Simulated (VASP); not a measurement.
Here is a VASP 6.6.1 calculation.

File INCAR:

```
  PREC = Accurate
  ENCUT = 520
  EDIFF = 1E-6
  ISMEAR = 0
  SIGMA = 0.1
  LREAL = F
  LASPH = T
  NELM = 100
  ALGO = Normal
  ISIF = 2
  LWAVE = F
  LCHARG = F
  GGA = PS
  NBANDS = 28
```

File KPOINTS:

```
Automatic mesh
0
Gamma
  12 12 4
```

File POSCAR:

```
Pd
1.0
    2.7358109370      0.0000000000      0.0000000000
   -1.3679054685      2.3692817714      0.0000000000
    0.0000000000      0.0000000000      8.9882058768
Pd
4
Direct
    0.0000000000      0.0000000000      0.0000000000
    0.3333333333      0.6666666667      0.2500000000
    0.0000000000      0.0000000000      0.5000000000
    0.6666666667      0.3333333333      0.7500000000
```

Potentials or basis: VASP PAW PBE potentials, release 64 (Pd).

Run with:

```bash
$ cat potpaw_PBE.64/Pd/POTCAR > POTCAR
$ mpirun -np 1 vasp_std > vasp.out
```

(1) What does it give for the band gap on the k mesh?

(2) Estimate the pressure.

Answers

(1) zero (band 20 reaches 10.06 eV, above the bottom of band 21 at 9.11 eV).

(2) -0.2 GPa.

Caveat: the PAW data sets were made with another functional, which shifts forces and pressure a little.
